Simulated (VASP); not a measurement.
Here is a VASP 6.6.1 calculation.

Contents of INCAR:

```
PREC = Accurate
ENCUT = 520
EDIFF = 1E-6
ISMEAR = 0
SIGMA = 0.1
LREAL = False
LASPH = True
NELM = 80
ALGO = Normal
ISIF = 2
LWAVE = False
LCHARG = False
GGA = PS
NBANDS = 22
```

Contents of KPOINTS:

```
Automatic mesh
0
Gamma
  11 11 6
```

File POSCAR:

```
Rh
1.0
    2.7309790000      0.0000000000      0.0000000000
   -1.3654895000      2.3650971912      0.0000000000
    0.0000000000      0.0000000000      4.4284890000
Rh
2
Direct
    0.6666666667      0.3333333333      0.7500000000
    0.3333333333      0.6666666667      0.2500000000
```

Potentials or basis: VASP PAW PBE potentials, release 64 (Rh_pv).

Launch:

```bash
$ cat potpaw_PBE.64/Rh_pv/POTCAR > POTCAR
$ mpirun -np 1 vasp_std > vasp.out
```

**Question.** Estimate the pressure.

**Answer.** -13.8 GPa.

**Question.** Estimate the band gap on the k mesh.

**Answer.** Zero (band 15 reaches 11.71 eV, above the bottom of band 16 at 9.50 eV).

Stress tensor (GPa, compression positive):
```
-13.35   0.00   0.00
  0.00 -13.35   0.00
  0.00   0.00 -14.65
```

Caveat: the PAW data sets were made with another functional, which shifts forces and pressure a little.
